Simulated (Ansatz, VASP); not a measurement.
# Two plane-wave programs on ZrF2

INCAR

```
PREC     = Accurate       # precision mode
ENCUT    = 520            # plane-wave cutoff, eV
EDIFF    = 1E-7           # SCF threshold, eV
ISMEAR   = 0              # smearing method
SIGMA    = 0.1            # smearing width, eV
LREAL    = False          # projectors in reciprocal space
LASPH    = True           # aspherical terms in the spheres
NELM     = 80             # most SCF steps
ALGO     = Normal         # electronic algorithm
ISIF     = 2              # what is computed and relaxed
LWAVE    = False          # write WAVECAR
LCHARG   = False          # write CHGCAR
GGA      = PE             # functional
NBANDS   = 20             # bands
```

The input KPOINTS:

```
regular mesh
0
Gamma
  6 6 4
```

The input POSCAR:

```
ZrF2
1.0
    2.5703634000      0.0000000000      0.0000000000
    0.0000000000      2.5703634000      0.0000000000
    0.0000000000      0.0000000000      5.1407268000
Zr F
1 2
Direct
    0.0000000000      0.0000000000      0.0000000000
    0.5000000000      0.5000000000      0.2500000000
    0.5000000000      0.5000000000      0.7500000000
```

Input for Ansatz:

```yaml
crystal:
  lattice:
    - [2.5703634, 0.0, 0.0]
    - [0.0, 2.5703634, 0.0]
    - [0.0, 0.0, 5.1407268]
  atoms:
    - { symbol: Zr, position: [0.0, 0.0, 0.0] }
    - { symbol: F, position: [0.5, 0.5, 0.25] }
    - { symbol: F, position: [0.5, 0.5, 0.75] }
basis:
  ecutwfc: 420
kpoints:
  mp_grid: { grid: [6, 6, 4] }
hamiltonian:
  xc: pbe
scf:
  occupations: { method: gaussian, width: 0.1 }
  lower_state_search: "off"
output:
  forces: true
  stress: true
  eigenvalues: true
```

Change from the starting cell: ordered vacancies on the cation sites of caesium chloride (P4/mmm, No. 123).

Alike in both runs: task single point; functional PBE; k mesh 6 × 6 × 4; occupations gaussian, width 0.1 eV; no spin polarisation.

|  | VASP | Ansatz |
| --- | --- | --- |
| version | VASP 6.6.1 | Ansatz 0.2.0 |
| potentials or method | VASP PAW PBE potentials, release 64 (Zr_sv, F), cutoff 520 eV | scalar-relativistic, plane waves, PAW |
| valence electrons in the cell | 26 | 26 |

```tsv
	VASP	Ansatz	Ansatz less VASP
gap on the k mesh at the Fermi level (eV)	none	none	-
rms of the force components (eV/Å)	0.431	0.407	-0.0241
```

Atom by atom the forces differ by 0.024 eV/Å (rms over components). A gap of «none» marks a metal or a gap that the smearing closes.

The k mesh is coarse, so the values compare programs but aren't converged.
